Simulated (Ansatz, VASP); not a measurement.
One calculation of HfN, two programs

Contents of INCAR:

```
SYSTEM = HfN
ALGO = Normal
EDIFF = 1E-8
ENCUT = 520
GGA = PE
ISIF = 2
ISMEAR = -1
LASPH = .True.
LCHARG = .False.
LEFG = .True.
LREAL = .False.
LWAVE = .False.
NBANDS = 14
NELM = 60
PREC = Accurate
SIGMA = 0.03
```

The input KPOINTS:

```
k-points
0
Gamma
  10 10 10
  0 0 0
```

POSCAR

```
HfN
1.0
    0.0000000000      2.2138200000      2.2590000000
    2.2138200000      0.0000000000      2.2590000000
    2.2138200000      2.2138200000      0.0000000000
Hf N
1 1
Direct
    0.0000000000      0.0000000000      0.0000000000
    0.5000000000      0.5000000000      0.5000000000
```

Input for Ansatz:

```yaml
crystal:
  lattice:
    - [0.0, 2.21382, 2.259]
    - [2.21382, 0.0, 2.259]
    - [2.21382, 2.21382, 0.0]
  atoms:
    - { symbol: Hf, position: [0.0, 0.0, 0.0] }
    - { symbol: "N", position: [0.5, 0.5, 0.5] }
kpoints:
  mp_grid: { grid: [10, 10, 10] }
scf:
  occupations: { method: fermi_dirac, width: 0.03 }
hamiltonian:
  xc: pbe
  pseudopotentials: { kind: paw }
output:
  forces: true
  stress: true
  eigenvalues: true
  efg: { contact_densities: true }
```

Change from the starting cell: equal xx and yy strain of -2 %, PAW files.

Alike in both runs: task electric field gradients; functional PBE; k mesh 10 × 10 × 10; occupations fermi-dirac, width 0.03 eV; no spin polarisation.

|  | VASP | Ansatz |
| --- | --- | --- |
| version | VASP 6.6.1 | Ansatz 0.2.0 |
| potentials or method | VASP PAW PBE potentials, release 64 (Hf_pv, N) | PAW with Ansatz's default frozen-core files, scalar-relativistic |
| plane-wave cutoff (eV) | 520 | 420 |
| valence electrons in the cell | 15 | 31 |

Ansatz gave:

| Quantity | Value |
| --- | --- |
| pressure (GPa) | 18.3 |
| traceless stress, the component that is largest in VASP (GPa) | -7.14 |
| size of Vzz on the site where it differs most (V/Å²) | 92.6 |

Which values does VASP return?

Pressure (GPa): 15.8; traceless stress, the component that is largest in VASP (GPa): -7.09; size of Vzz on the site where it differs most (V/Å²): 79.7.

VASP's potentials hold 15 valence electrons a cell and Ansatz's 31, so a difference there can come from the potentials and not from the codes.

Neither program's run includes spin-orbit coupling.
